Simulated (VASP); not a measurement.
Here is a VASP 6.6.1 calculation.

File INCAR:

```
ALGO = Normal ; DIPOL = 0.5 0.5 0.500
EDIFF = 1E-6 ; EDIFFG = -0.01
ENCUT = 520 ; GGA = PE
IBRION = 2 ; IDIPOL = 3
ISIF = 2 ; ISMEAR = -1
KPAR = 4 ; LASPH = True
LCHARG = False ; LDIPOL = True
LREAL = False ; LWAVE = False
NELM = 100 ; NSW = 60
PREC = Accurate ; SIGMA = 0.02
```

The input KPOINTS:

```
k-points
0
Gamma
  7 5 1
```

POSCAR

```
Sn
1.0
    4.7064645878      0.0000000000      0.0000000000
    0.0000000000      6.6559460509      0.0000000000
    0.0000000000      0.0000000000     17.7065000000
Sn
6
Direct
    0.7500000000      0.1250000000      0.3670978288
    0.2500000000      0.8750000000      0.3670978288
    0.2500000000      0.6250000000      0.5000000000
    0.7500000000      0.3750000000      0.5000000000
    0.7500000000      0.1250000000      0.6329021712
    0.2500000000      0.8750000000      0.6329021712
```

Potentials or basis: VASP PAW PBE potentials, release 64 (Sn_d).

Command:

```console
$ cat potpaw_PBE.64/Sn_d/POTCAR > POTCAR
$ mpirun -np 4 vasp_std > vasp.out
```

Task: Predict the energy gained by relaxing.

Result: 3.3 meV/atom.

Task: What does it give for the band gap on the k mesh?

Result: Zero (bands 42 and 43 overlap by 0.15 eV).

Forces in eV/Å, atoms in the order of the input:
```
Sn   0.000 -0.001  0.004
Sn   0.000  0.001  0.004
Sn   0.000 -0.002  0.000
Sn   0.000  0.002  0.000
Sn   0.000 -0.001 -0.004
Sn   0.000  0.001 -0.004
```

Caveat: spin-orbit coupling is left out, which moves the levels of the heavy elements.
